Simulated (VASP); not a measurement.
Here is a VASP 6.6.1 calculation.

File POSCAR:

```
BN
1.0
    0.0000000000      1.8048254497      1.8048254497
    1.8048254497      0.0000000000      1.8048254497
    1.8048254497      1.8048254497      0.0000000000
B N
1 1
Direct
    0.0000000000      0.0000000000      0.0000000000
    0.2500000000      0.2500000000      0.2500000000
```

File INCAR.step1:

```
SYSTEM = BN
  PREC = Accurate
  ENCUT = 520
  ISMEAR = 0
  SIGMA = 0.01
  LREAL = .FALSE.
  LASPH = .TRUE.
  NELM = 60
  NBANDS = 11
  GGA = PE
  ALGO = Normal
  EDIFF = 1E-4
  LWAVE = .TRUE.
  LCHARG = .FALSE.
```

File INCAR.step2:

```
SYSTEM = BN
  PREC = Accurate
  ENCUT = 520
  EDIFF = 1E-6
  ISMEAR = 0
  SIGMA = 0.01
  LREAL = .FALSE.
  LASPH = .TRUE.
  NELM = 60
  ALGO = Normal
  ISIF = 2
  LWAVE = .FALSE.
  LCHARG = .FALSE.
  METAGGA = R2SCAN
  LMIXTAU = .TRUE.
  NBANDS = 11
  ISTART = 1
```

The input KPOINTS:

```
Automatic mesh
0
G
  8 8 8
  0 0 0
```

Potentials or basis: VASP PAW PBE potentials, release 64 (B, N).

The run is started by

```console
$ cat potpaw_PBE.64/B/POTCAR potpaw_PBE.64/N/POTCAR > POTCAR
$ cp INCAR.step1 INCAR
$ mpirun -np 1 vasp_std > vasp.out
$ cp INCAR.step2 INCAR
$ mpirun -np 1 vasp_std > vasp.out
```

Problem. Predict the pressure.

Solution. 1.1 GPa.

Problem. What does it give for the band gap on the k mesh?

Solution. 4.98 eV (least direct gap 9.55 eV).

Caveat: the PAW data sets were made with another functional, which shifts forces and pressure a little. A k mesh can miss the band edges.
